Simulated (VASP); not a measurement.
# Au (Fm-3m) in VASP: a series of runs, part 2 of 2

VASP 6.6.1. The steps go on from the part before.

## Step 5: Single point, revPBE+D3(BJ)

Contents of INCAR:

```
PREC = Accurate ; ENCUT = 520
EDIFF = 1E-7 ; ISMEAR = -1
SIGMA = 0.05 ; LREAL = False
LASPH = True ; NELM = 80
ALGO = Fast ; ISIF = 2
LWAVE = False ; LCHARG = False
GGA = RE ; IVDW = 12
NBANDS = 12
```

Contents of KPOINTS:

```
Automatic mesh
0
Gamma
  11 11 11
```

Contents of POSCAR:

```
Au
1.0
    0.0000000000      2.0213418704      2.0213418704
    2.0213418704      0.0000000000      2.0213418704
    2.0213418704      2.0213418704      0.0000000000
Au
1
Direct
    0.0000000000      0.0000000000      0.0000000000
```

Run with:

```console
$ cat potpaw_PBE.64/Au/POTCAR > POTCAR
$ mpirun -np 1 vasp_std > vasp.out
```

It took 22 s on 1 thread of Intel Xeon 6975P-C, shared host; peak memory 0.15 GiB.

Results (log left out):

```
Free energy                : -3.9599 eV
Pressure                   : 4.5 GPa
Dispersion energy per atom : -1.303 eV
```

Levels at points of the mesh, in eV from the Fermi level:
```tsv
k point	band 2	band 3	band 4	band 5	band 6	band 7	band 8	band 9	band 10	band 11
(0.00, 0.00, 0.00)	-4.89	-4.89	-4.89	-3.29	-3.29	14.44	18.64	18.64	18.64	23.63
```

Caveat: the PAW data sets were made with another functional, which shifts forces and pressure a little; spin-orbit coupling is left out, which moves the levels of the heavy elements; pairwise dispersion overbinds metals, which lowers pressure and volume.

## Step 6: Single point, revPBE+D3(BJ)

This run uses another cell than the first one, of 16.85 Å³/atom, 1.020 times its volume.

Contents of INCAR:

```
  PREC = Accurate
  ENCUT = 520
  EDIFF = 1E-7
  ISMEAR = -1
  SIGMA = 0.05
  LREAL = False
  LASPH = True
  NELM = 80
  ALGO = Normal
  ISIF = 2
  LWAVE = False
  LCHARG = True
  GGA = RE
  IVDW = 12
  LELF = True
  LVHAR = True
  NBANDS = 12
```

KPOINTS is that of step 5.

Contents of POSCAR:

```
Au
1.0
    0.0000000000      2.0350000000      2.0350000000
    2.0350000000      0.0000000000      2.0350000000
    2.0350000000      2.0350000000      0.0000000000
Au
1
Direct
    0.0000000000      0.0000000000      0.0000000000
```

Potentials or basis: VASP PAW PBE potentials, release 64 (Au).

Run with:

```console
$ cat potpaw_PBE.64/Au/POTCAR > POTCAR
$ mpirun -np 1 vasp_std > vasp.out
```

OUTCAR:

```text
PREC = Accurate
   ENCUT = 520
   EDIFF = 1E-7
   ISMEAR = -1
   LREAL = False
   LASPH = True
   NELM = 80
   ISIF = 2
   GGA = RE
   IVDW = 12
 IVDW          = 12

 ion  position               nearest neighbor table
   1  0.000  0.000  0.000-

  LATTYP: Found a face centered cubic cell.
 ALAT       =     4.0700000000

  Lattice vectors:

 A1 = (   0.0000000000,   2.0350000000,   2.0350000000)
 A2 = (   2.0350000000,   0.0000000000,   2.0350000000)
 A3 = (   2.0350000000,   2.0350000000,   0.0000000000)

Analysis of symmetry for initial positions (statically):
=====================================================================
 Subroutine PRICEL returns:
 Original cell was already a primitive cell.

 Routine SETGRP: Setting up the symmetry group for a
 face centered cubic supercell.

 Subroutine GETGRP returns: Found 48 space group operations
[... 9 lines left out ...]

 Routine SETGRP: Setting up the symmetry group for a
 face centered cubic supercell.

[... 155 lines left out ...]
 Fermi energy:         9.7735832752

 k-point     1 :       0.0000    0.0000    0.0000
  band No.  band energies     occupation
      1      -0.2135      2.00000
      2       4.9793      2.00000
      3       4.9793      2.00000
      4       4.9793      2.00000
      5       6.5167      2.00000
      6       6.5167      2.00000
      7      24.2296      0.00000
      8      28.3124      0.00000
      9      28.3124      0.00000
     10      28.3124      0.00000
     11      33.2375      0.00000
     12      38.0109      0.00000
[... 331 lines left out ...]
 k-point    24 :      -0.1818    0.1818    0.0000
  band No.  band energies     occupation
      1       2.3765      2.00000
      2       4.3614      2.00000
      3       5.1794      2.00000
      4       5.8640      2.00000
      5       5.9010      2.00000
      6       7.7441      2.00000
      7      21.1969      0.00000
      8      23.1743      0.00000
      9      27.4659      0.00000
     10      28.9624      0.00000
     11      31.7197      0.00000
     12      34.4418      0.00000

 [... further k-points ...]

------------------------ aborting loop because EDIFF is reached ----------------------------------------

 Edisp (eV)   -1.27621

 E8    (eV) :    -0.9055

  FORCE on cell =-STRESS in cart. coord.  units (eV):
  Direction    XX          YY          ZZ          XY          YZ          ZX
  --------------------------------------------------------------------------------------
  -------------------------------------------------------------------------------------
  Total       0.07597     0.07597     0.07597    -0.00000    -0.00000    -0.00000
  in kB       7.22165     7.22165     7.22165    -0.00000    -0.00000    -0.00000
  external pressure =        7.22 kB  Pullay stress =        0.00 kB

 VOLUME and BASIS-vectors are now :
 -----------------------------------------------------------------------------
  energy-cutoff  :      520.00
  volume of cell :       16.85
      direct lattice vectors                 reciprocal lattice vectors
     0.000000000  2.035000000  2.035000000    -0.245700246  0.245700246  0.245700246
     2.035000000  0.000000000  2.035000000     0.245700246 -0.245700246  0.245700246
     2.035000000  2.035000000  0.000000000     0.245700246  0.245700246 -0.245700246

 POSITION                                       TOTAL-FORCE (eV/Angst)
 -----------------------------------------------------------------------------------
      0.00000      0.00000      0.00000         0.000000      0.000000      0.000000
 -----------------------------------------------------------------------------------
    total drift:                               -0.000000      0.000000     -0.000000

  FREE ENERGIE OF THE ION-ELECTRON SYSTEM (eV)
  ---------------------------------------------------
  free  energy   TOTEN  =        -3.9655497575 eV

  energy  without entropy=       -3.9642327918  energy(sigma->0) =       -3.96489127
```

Wall time 15 s (1 thread of Intel Xeon 6975P-C, shared host); peak memory 0.15 GiB.

Results:

```yaml
Free_energy: -3.9655 eV
Pressure: 0.7 GPa
Dispersion_energy_per_atom: -1.276 eV
```

Caveat: the PAW data sets were made with another functional, which shifts forces and pressure a little; spin-orbit coupling is left out, which moves the levels of the heavy elements; pairwise dispersion overbinds metals, which lowers pressure and volume.

## Step 7: Overview

```tsv
level	cell	gap on the mesh (eV)	pressure (GPa)
RPBE	a = 2.859 Å, angles 60.0°, 1 atom	none	19.0
RPBE	a = 2.897 Å, angles 60.0°, 1 atom	none	10.7
revPBE+D3(BJ)	a = 2.839 Å, angles 60.0°, 1 atom	none	8.8
revPBE+D3(BJ)	a = 2.859 Å, angles 60.0°, 1 atom	none	4.5
revPBE+D3(BJ)	a = 2.878 Å, angles 60.0°, 1 atom	none	0.7
```

Alike in all rows: task single point; potentials or basis VASP PAW PBE potentials, release 64 (Au); no spin polarisation; k mesh 11 × 11 × 11; cutoff (eV) 520; smearing fermi-dirac 0.05 eV.

Caveats: the PAW data sets were made with another functional, which shifts forces and pressure a little; spin-orbit coupling is left out, which moves the levels of the heavy elements; pairwise dispersion overbinds metals, which lowers pressure and volume (some runs).

Absolute energies hang on the potentials; compare differences alone.
